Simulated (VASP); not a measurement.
Input of a VASP 6.6.1 run:

Contents of POSCAR:

```
Fe
1.0
    0.0000000000      1.8264897489      1.8264897489
    1.8264897489      0.0000000000      1.8264897489
    1.8264897489      1.8264897489      0.0000000000
Fe
1
Direct
    0.0000000000      0.0000000000      0.0000000000
```

File INCAR.step1:

```
PREC = Accurate
ENCUT = 520
ISMEAR = -1
SIGMA = 0.05
LREAL = F
LASPH = T
NELM = 150
ISPIN = 2
MAGMOM = 2.951
LMAXMIX = 4
NBANDS = 14
GGA = PE
ALGO = Normal
EDIFF = 1E-4
LWAVE = T
LCHARG = F
```

File INCAR.step2:

```
PREC = Accurate
ENCUT = 520
EDIFF = 1E-6
ISMEAR = -1
SIGMA = 0.05
LREAL = F
LASPH = T
NELM = 150
ALGO = Normal
ISIF = 2
LWAVE = F
LCHARG = F
ISPIN = 2
MAGMOM = 2.951
LORBIT = 11
LMAXMIX = 4
METAGGA = R2SCAN
LMIXTAU = T
NBANDS = 14
ISTART = 1
```

KPOINTS

```
regular mesh
0
Gamma
  24 24 24
```

Potentials or basis: VASP PAW PBE potentials, release 64 (Fe).

The run is started by

```bash
$ cat potpaw_PBE.64/Fe/POTCAR > POTCAR
$ cp INCAR.step1 INCAR
$ mpirun -np 1 vasp_std > vasp.out
$ cp INCAR.step2 INCAR
$ mpirun -np 1 vasp_std > vasp.out
```

(1) What does it give for the net moment?

(2) Estimate the pressure.

## Answers

(1) 2.81 μB per cell.

(2) -1.0 GPa.

Caveat: the PAW data sets were made with another functional, which shifts forces and pressure a little.
